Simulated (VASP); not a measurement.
**Te2Mo: relaxation of the atoms with PBE+D3(BJ)**

The system is Te2Mo, a slab with vacuum.

```
Te Mo
1.0
     3.64405    0.00000    0.00000
    -1.82202    3.15584    0.00000
     0.00000    0.00000   33.27021
Te Mo
2 1
Direct
  0.33333 0.66667 0.44539
  0.33333 0.66667 0.55461
  0.66667 0.33333 0.50000
```

This cell differs from its parent crystal: biaxial strain +0.040.

| Property | Result |
| --- | --- |
| Program | VASP 6.6.1 |
| Task | relaxation of the atoms |
| Functional | PBE |
| Dispersion | D3(BJ) |
| Potentials or basis | VASP PAW PBE potentials, release 64 (Te, Mo_sv) |
| Cutoff | 520 eV |
| k mesh | 12 × 12 × 1 |
| Occupations | gaussian, width 0.02 eV |
| Spin | no spin polarisation |
| Dipole correction | yes |
| Further INCAR settings | ALGO = Normal; EDIFF = 1e-07; IBRION = 2; EDIFFG = -0.01; NSW = 60 |

| Item | Value |
| --- | --- |
| Energy gained by relaxing | 10.5 meV/atom |
| Ionic steps | 3 |
| Largest force after relaxing | 0.003 eV/Å |
| Band gap on the k mesh | 0.88 eV |
| Dispersion energy per atom | -0.374 eV |

Forces in eV/Å, atoms in the order of the input:
```
Te   0.000  0.000  0.003
Te   0.000  0.000 -0.003
Mo   0.000  0.000  0.000
```

Step by step:
| step | energy change (eV) | largest force (eV/Å) | pressure (GPa) |
| --- | --- | --- | --- |
| 1 | 0.0000 | 0.6236 | -1.27 |
| 2 | -0.0265 | 0.2523 | -0.96 |
| 3 | -0.0314 | 0.0033 | -0.75 |

Final structure:
```
CELL_PARAMETERS angstrom
3.64405 0.00000 0.00000
-1.82202 3.15584 0.00000
0.00000 0.00000 33.27021
ATOMIC_POSITIONS crystal
Te 0.33333 0.66667 0.44686
Te 0.33333 0.66667 0.55314
Mo 0.66667 0.33333 0.50000
```

Levels at points of the mesh, in eV from the valence-band top:
```csv
k point,band 9,band 10,band 11,band 12,band 13,band 14,band 15,band 16,band 17
"(0.00, 0.00, 0.00)",-1.76,-1.32,-0.97,-0.97,-0.16,2.86,2.86,3.16,3.16
"(0.50, 0.00, 0.00)",-3.19,-2.28,-1.34,-0.61,-0.50,1.25,1.60,3.27,3.62
```

It took 9 min on 1 thread of Intel(R) Xeon(R) Platinum 8488C (Sapphire Rapids), with other jobs on the host, peak memory 0.54 GiB.

Caveat: the cell differs from its parent crystal (biaxial strain +0.040); spin-orbit coupling is left out, which moves the levels of the heavy elements.
